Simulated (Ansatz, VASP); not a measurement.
# GeOs3: VASP beside Ansatz

File INCAR:

```
SYSTEM = GeOs3
PREC     = Accurate       ! precision mode
ENCUT    = 520            ! plane-wave cutoff, eV
EDIFF    = 1E-7           ! SCF threshold, eV
ISMEAR   = -1             ! smearing method
SIGMA    = 0.1            ! smearing width, eV
LREAL    = .FALSE.        ! projectors in reciprocal space
LASPH    = .TRUE.         ! aspherical terms in the spheres
NELM     = 100            ! most SCF steps
ALGO     = Normal         ! electronic algorithm
ISIF     = 2              ! what is computed and relaxed
LWAVE    = .FALSE.        ! write WAVECAR
LCHARG   = .TRUE.         ! write CHGCAR
LELF     = .TRUE.         ! ELF
LVHAR    = .TRUE.       
NBANDS   = 48             ! bands
```

Contents of KPOINTS:

```
regular mesh
0
G
  4 4 4
  0 0 0
```

The input POSCAR:

```
GeOs3
1.0
    5.3271592400      0.0000000000      0.0000000000
    0.0000000000      4.2826378300      0.0000000000
    0.0000000000      0.0000000000      4.5066773400
Ge Os
2 6
Direct
    0.0000000000      0.0000000000      0.3300000000
    0.5000000000      0.5000000000      0.6700000000
    0.2500000000      0.0000000000      0.8330000000
    0.7500000000      0.0000000000      0.8330000000
    0.7500000000      0.5000000000      0.1670000000
    0.2500000000      0.5000000000      0.1670000000
    0.0000000000      0.5000000000      0.6700000000
    0.5000000000      0.0000000000      0.3300000000
```

Input for Ansatz:

```yaml
crystal:
  lattice:
    - [5.32715924, 0.0, 0.0]
    - [0.0, 4.28263783, 0.0]
    - [0.0, 0.0, 4.50667734]
  atoms:
    - { symbol: Ge, position: [0.0, 0.0, 0.33] }
    - { symbol: Ge, position: [0.5, 0.5, 0.67] }
    - { symbol: Os, position: [0.25, 0.0, 0.833] }
    - { symbol: Os, position: [0.75, 0.0, 0.833] }
    - { symbol: Os, position: [0.75, 0.5, 0.167] }
    - { symbol: Os, position: [0.25, 0.5, 0.167] }
    - { symbol: Os, position: [0.0, 0.5, 0.67] }
    - { symbol: Os, position: [0.5, 0.0, 0.33] }
  symmetry: { tolerance: 0.0003 }
kpoints:
  mp_grid: { grid: [4, 4, 4], shift: [0, 0, 0] }
magnetization:
  spin_polarized: false
scf:
  occupations: { method: fermi_dirac }
hamiltonian:
  pseudopotentials: { kind: paw }
  xc: lda
basis:
  ecutwfc: 420
output:
  forces: true
  stress: true
  eigenvalues: true
```

Alike in both runs: task single point; functional LDA; k mesh 4 × 4 × 4; no spin polarisation.

```csv
,VASP,Ansatz
version,VASP 6.6.1,Ansatz 0.2.0
potentials or method,"VASP PAW LDA potentials, release 64 (Ge_d, Os), cutoff 520 eV",PAW plane waves
occupations,"fermi-dirac, width 0.1 eV",fermi-dirac
valence electrons in the cell,76,124
```

|  | VASP | Ansatz | Ansatz less VASP |
| --- | --- | --- | --- |
| gap on the k mesh at the Fermi level (eV) | none | none | - |
| rms of the force components (eV/Å) | 0.352 | 0.349 | -0.0034 |

LDA's correlation is that of Perdew and Zunger in VASP and of Perdew and Wang (1992) in Ansatz. Atom by atom the forces differ by 0.008 eV/Å (rms over components). A gap of «none» marks a metal or a gap that the smearing closes. VASP's potentials hold 76 valence electrons a cell and Ansatz's 124, so a difference there can come from the potentials and not from the codes.

The k mesh is coarse, so the values compare programs but aren't converged. Spin-orbit coupling is off throughout.
